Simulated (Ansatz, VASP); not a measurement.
# CsSnI3 in VASP and in Ansatz

INCAR

```
ALGO = Normal
EDIFF = 1E-6
ENCUT = 520
GGA = CA
ISIF = 2
ISMEAR = -1
LASPH = T
LCHARG = F
LREAL = F
LWAVE = F
NBANDS = 30
NELM = 60
PREC = Accurate
SIGMA = 0.05
```

KPOINTS

```
k-points
0
Gamma
  5 5 5
```

Contents of POSCAR:

```
CsSnI3
1.0
    6.2057000000      0.0000000000      0.0000000000
    0.0000000000      6.2057000000      0.0000000000
    0.0000000000      0.0000000000      6.2057000000
Cs I Sn
1 3 1
Direct
    0.0000000000      0.0000000000      0.0000000000
    0.5000000000      0.5000000000      0.0000000000
    0.5000000000      0.0000000000      0.5000000000
    0.0000000000      0.5000000000      0.5000000000
    0.5000000000      0.5000000000      0.5000000000
```

Contents of input.yaml:

```yaml
crystal:
  lattice:
    - [6.2057, 0.0, 0.0]
    - [0.0, 6.2057, 0.0]
    - [0.0, 0.0, 6.2057]
  atoms:
    - { symbol: Cs, position: [0.0, 0.0, 0.0] }
    - { symbol: I, position: [0.5, 0.5, 0.0] }
    - { symbol: I, position: [0.5, 0.0, 0.5] }
    - { symbol: I, position: [0.0, 0.5, 0.5] }
    - { symbol: Sn, position: [0.5, 0.5, 0.5] }
hamiltonian:
  xc: lda
  pseudopotentials: { kind: paw }
kpoints:
  mp_grid: { grid: [5, 5, 5] }
  band_path:
    path:
      - [[0.0, 0.0, 0.0], [0.0, 0.5, 0.0], [0.5, 0.5, 0.0], [0.0, 0.0, 0.0], [0.5, 0.5, 0.5], [0.0, 0.5, 0.0]]
      - [[0.5, 0.5, 0.0], [0.5, 0.5, 0.5]]
    npoints: 14
scf:
  occupations: { method: fermi_dirac, width: 0.05 }
  n_extra_bands: 12
output:
  forces: true
  stress: true
  eigenvalues: true
  fatbands: true
```

Alike in both runs: functional LDA; k mesh 5 × 5 × 5; occupations fermi-dirac, width 0.05 eV; no spin polarisation.

|  | VASP | Ansatz |
| --- | --- | --- |
| version | VASP 6.6.1 | Ansatz 0.2.0 |
| potentials or method | VASP PAW LDA potentials, release 64 (Cs_sv, I, Sn_d) | Ansatz PAW |
| plane-wave cutoff (eV) | 520 | 420 |
| valence electrons in the cell | 44 | 74 |
| task | single point | band structure |

```tsv
	VASP	Ansatz	Ansatz less VASP
pressure (GPa)	-1.6	-1.6	0.00
```

LDA's correlation is that of Perdew and Zunger in VASP and of Perdew and Wang (1992) in Ansatz. VASP's potentials hold 44 valence electrons a cell and Ansatz's 74, so a difference there can come from the potentials and not from the codes.

Neither program's run includes spin-orbit coupling.
